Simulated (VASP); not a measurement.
Wanted: the native input for a VASP 6.6.1 run.

```
Task                   : single point
Functional             : PBEsol
Potentials or basis    : VASP PAW PBE potentials, release 64 (Pt)
Cutoff                 : 520 eV
k mesh                 : 9 × 9 × 5
Occupations            : methfessel-paxton, width 0.05 eV
Spin                   : no spin polarisation
Dipole correction      : no
Further INCAR settings : ALGO = Normal; EDIFF = 1e-06; NBANDS = 17
```

The structure of Pt lies in POSCAR:

```
Pt
1.0
    2.6753570466      0.0000000000      0.0000000000
   -1.3376785233      2.3169271665      0.0000000000
    0.0000000000      0.0000000000      4.5900495412
Pt
2
Direct
    0.3333333333      0.6666666667      0.2500000000
    0.6666666667      0.3333333333      0.7500000000
```

These files were run (other wordings do the same):

INCAR

```
PREC     = Accurate       # precision mode
ENCUT    = 520            # plane-wave cutoff, eV
EDIFF    = 1E-6           # SCF threshold, eV
ISMEAR   = 1              # smearing method
SIGMA    = 0.05           # smearing width, eV
LREAL    = False          # projectors in reciprocal space
LASPH    = True           # aspherical terms in the spheres
NELM     = 100            # most SCF steps
ALGO     = Normal         # electronic algorithm
ISIF     = 2              # what is computed and relaxed
LWAVE    = False          # write WAVECAR
LCHARG   = False          # write CHGCAR
GGA      = PS             # functional
NBANDS   = 17             # bands
```

KPOINTS

```
regular mesh
0
Gamma
  9 9 5
```

Potentials or basis: VASP PAW PBE potentials, release 64 (Pt).

The run is started by

```bash
$ cat potpaw_PBE.64/Pt/POTCAR > POTCAR
$ mpirun -np 1 vasp_std > vasp.out
```

Results of the run:

```
Pressure               : 19.6 GPa
Band gap on the k mesh : zero (band 10 reaches 12.65 eV, above the bottom of band 11 at 11.44 eV)
```

Caveat: the PAW data sets were made with another functional, which shifts forces and pressure a little; spin-orbit coupling is left out, which moves the levels of the heavy elements.

Wall time 18 s on 1 thread of Intel(R) Xeon(R) Platinum 8488C (Sapphire Rapids), with other jobs on the host, peak memory 0.15 GiB.
